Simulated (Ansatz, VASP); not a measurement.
## One calculation of CsH, two programs

```xyz
4
Lattice="3.3793 3.3793 0.0000 -3.3793 3.3793 0.0000 0.0000 0.0000 6.7586" Properties=species:S:1:pos:R:3 pbc="T T T"
Cs    0.0000    0.0000    0.0000
Cs    0.0000    3.3793    3.3793
H     0.0000    3.3793    0.0000
H     0.0000    0.0000    3.3793
```

Alike in both runs: task single point; functional r2SCAN; k mesh 6 × 6 × 4; occupations gaussian, width 0.02 eV; no spin polarisation.

```csv
,VASP,Ansatz
version,VASP 6.6.1,Ansatz 0.2.0
potentials or method,"VASP PAW PBE potentials, release 64 (Cs_sv, H), cutoff 520 eV","scalar-relativistic, plane waves, PAW"
valence electrons in the cell,20,20
```

Ansatz gave:

| Item | Value |
| --- | --- |
| gap on the k mesh at the Fermi level (eV) | 2.82 |
| least direct gap on the mesh (eV) | 2.82 |
| pressure (GPa) | -1.2 |

Task: Estimate VASP's values.

Result: gap on the k mesh at the Fermi level (eV): 2.81; least direct gap on the mesh (eV): 2.81; pressure (GPa): -1.2.

VASP's potentials were made for PBE, not for r2SCAN. With one functional, cell and mesh, what is left measures potentials, basis and numerics.

Spin-orbit coupling is off throughout.
